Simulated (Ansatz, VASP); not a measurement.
MoS2 in VASP and in Ansatz

The input INCAR:

```
SYSTEM = MoS2
ALGO = Normal
EDIFF = 1E-6
ENCUT = 500
GGA = PE
GGA_COMPAT = .FALSE.
ISIF = 2
ISMEAR = 0
IVDW = 12
LASPH = .TRUE.
LCHARG = .TRUE.
LELF = .TRUE.
LREAL = .FALSE.
LVHAR = .TRUE.
LWAVE = .FALSE.
NBANDS = 20
NELM = 120
PREC = Accurate
SIGMA = 0.05
```

The input KPOINTS:

```
k-points
0
G
  12 12 6
  0 0 0
```

The input POSCAR:

```
MoS2
1.0
    3.3295179380      0.0000000000      0.0000000000
   -1.6647589690      2.8834471166      0.0000000000
    0.0000000000      0.0000000000      6.6590358760
Mo S
1 2
Direct
    0.0000000000      0.0000000000      0.0000000000
    0.3333333333      0.6666666667      0.2357940733
    0.3333333333      0.6666666667      0.7642059267
```

Input for Ansatz:

```yaml
crystal:
  lattice:
    - [3.329517938, 0.0, 0.0]
    - [-1.664758969, 2.8834471166, 0.0]
    - [0.0, 0.0, 6.659035876]
  atoms:
    - { symbol: Mo, position: [0.0, 0.0, 0.0] }
    - { symbol: S, position: [0.3333333333, 0.6666666667, 0.2357940733] }
    - { symbol: S, position: [0.3333333333, 0.6666666667, 0.7642059267] }
basis:
  ecutwfc: 420
kpoints:
  mp_grid: { grid: [12, 12, 6] }
hamiltonian:
  xc: pbe
  dispersion: d3bj
scf:
  occupations: { method: gaussian, width: 0.05 }
output:
  forces: true
  stress: true
  eigenvalues: true
```

Alike in both runs: task single point; functional PBE; dispersion D3(BJ); k mesh 12 × 12 × 6; occupations gaussian, width 0.05 eV; no spin polarisation.

|  | VASP | Ansatz |
| --- | --- | --- |
| version | VASP 6.6.1 | Ansatz 0.2.0 |
| potentials or method | VASP PAW PBE potentials, release 64 (Mo_sv, S), cutoff 500 eV | scalar-relativistic, plane waves, PAW |
| valence electrons in the cell | 26 | 26 |

```csv
,VASP,Ansatz,Ansatz less VASP
gap on the k mesh at the Fermi level (eV),0.61,0.60,-0.013
least direct gap on the mesh (eV),1.29,1.29,-0.003
pressure (GPa),-12.0,-11.9,+0.07
"traceless stress, the component that is largest in VASP (GPa)",4.11,4.13,+0.017
rms of the force components (eV/Å),0.470,0.466,-0.0036
```

Atom by atom the forces differ by 0.004 eV/Å (rms over components).
